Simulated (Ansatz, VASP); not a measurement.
# LaIn26P27: VASP beside Ansatz

```
La In P
1.0
     0.00000    8.79150    8.79150
     8.79150    0.00000    8.79150
     8.79150    8.79150    0.00000
La In P
1 26 27
Direct
  0.00104 0.99987 0.99926
  0.00002 0.99993 0.33630
  0.99994 0.99993 0.66356
  0.00002 0.33642 0.99991
  0.00013 0.33327 0.33328
  0.99998 0.33651 0.66355
  0.99995 0.66366 0.99992
  0.99998 0.66373 0.33630
  0.00021 0.66660 0.66654
  0.33665 0.99993 0.99990
  0.33340 0.00006 0.33327
  0.33672 0.99992 0.66343
  0.33341 0.33328 0.00004
  0.33339 0.33330 0.33327
  0.33330 0.33328 0.66668
  0.33655 0.66359 0.99990
  0.33330 0.66669 0.33325
  0.33328 0.66671 0.66670
  0.66398 0.99995 0.99993
  0.66401 0.99995 0.33612
  0.66667 0.00021 0.66654
  0.66393 0.33619 0.99995
  0.66683 0.33326 0.33323
  0.66677 0.33328 0.66670
  0.66664 0.66658 0.00018
  0.66678 0.66671 0.33325
  0.66666 0.66659 0.66656
  0.09012 0.08990 0.08979
  0.08337 0.08324 0.41660
  0.09024 0.09004 0.72962
  0.08339 0.41668 0.08325
  0.08336 0.41676 0.41658
  0.08322 0.41630 0.75021
  0.09002 0.73026 0.08978
  0.08321 0.75025 0.41625
  0.08318 0.75024 0.75023
  0.41699 0.08326 0.08324
  0.41703 0.08326 0.41646
  0.41636 0.08319 0.75021
  0.41693 0.41659 0.08323
  0.41673 0.41661 0.41660
  0.41668 0.41662 0.75006
  0.41634 0.75025 0.08316
  0.41667 0.75006 0.41661
  0.41634 0.75023 0.75021
  0.73138 0.08959 0.08950
  0.75034 0.08318 0.41625
  0.75028 0.08320 0.75022
  0.75033 0.41629 0.08316
  0.75015 0.41663 0.41662
  0.75029 0.41630 0.75024
  0.75027 0.75025 0.08317
  0.75029 0.75027 0.41627
  0.75001 0.75000 0.74998
```

Alike in both runs: task single point; functional PBE; k mesh 1 × 1 × 1; occupations gaussian, width 0.05 eV; collinear spin.

|  | VASP | Ansatz |
| --- | --- | --- |
| version | VASP 6.6.1 | Ansatz 0.2.0 |
| potentials or method | VASP PAW PBE potentials, release 64 (La, In_d, P), cutoff 400 eV | scalar-relativistic, plane waves, PAW |
| valence electrons in the cell | 484 | 484 |

```tsv
	VASP	Ansatz	Ansatz less VASP
gap on the k mesh at the Fermi level (eV)	0.78	0.78	+0.004
net moment per atom (μB)	0.00	0.00	0.000
```

Ansatz's warnings: seeded moment not kept.

Neither program's run includes spin-orbit coupling.
